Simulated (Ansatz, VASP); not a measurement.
## One calculation of Ti3GePt, two programs

```
Ti Ge Pt
1.0
     4.60888    0.00000    0.00000
     0.00000    4.60888    0.00000
     0.00000    0.00000    4.60888
Ti Ge Pt
3 1 1
Direct
  0.00000 0.50000 0.50000
  0.50000 0.00000 0.50000
  0.50000 0.50000 0.00000
  0.50000 0.50000 0.50000
  0.00000 0.00000 0.00000
```

Change from the starting cell: species swapped into the TmBRh3 type (Pm-3m, No. 221).

Alike in both runs: functional PBE; k mesh 4 × 4 × 4; occupations gaussian, width 0.1 eV; no spin polarisation.

Ansatz relaxed the structure, and its values are those at the end. VASP's run is a single point on that final structure, the one shown.

|  | VASP | Ansatz |
| --- | --- | --- |
| version | VASP 6.6.1 | Ansatz 0.2.0 |
| potentials or method | VASP PAW PBE potentials, release 64 (Ti_sv, Ge_d, Pt), cutoff 520 eV | scalar-relativistic, plane waves, PAW |
| valence electrons in the cell | 60 | 68 |

Ansatz gave:

```
gap on the k mesh at the Fermi level (eV) : none
pressure (GPa)                            : 0.1
```

Q: What did VASP give for the same quantities?

A: gap on the k mesh at the Fermi level (eV): none; pressure (GPa): 0.2.

A gap of «none» marks a metal or a gap that the smearing closes. With one functional, cell and mesh, what is left measures potentials, basis and numerics. VASP's potentials hold 60 valence electrons a cell and Ansatz's 68, so a difference there can come from the potentials and not from the codes.

Spin-orbit coupling is off throughout.
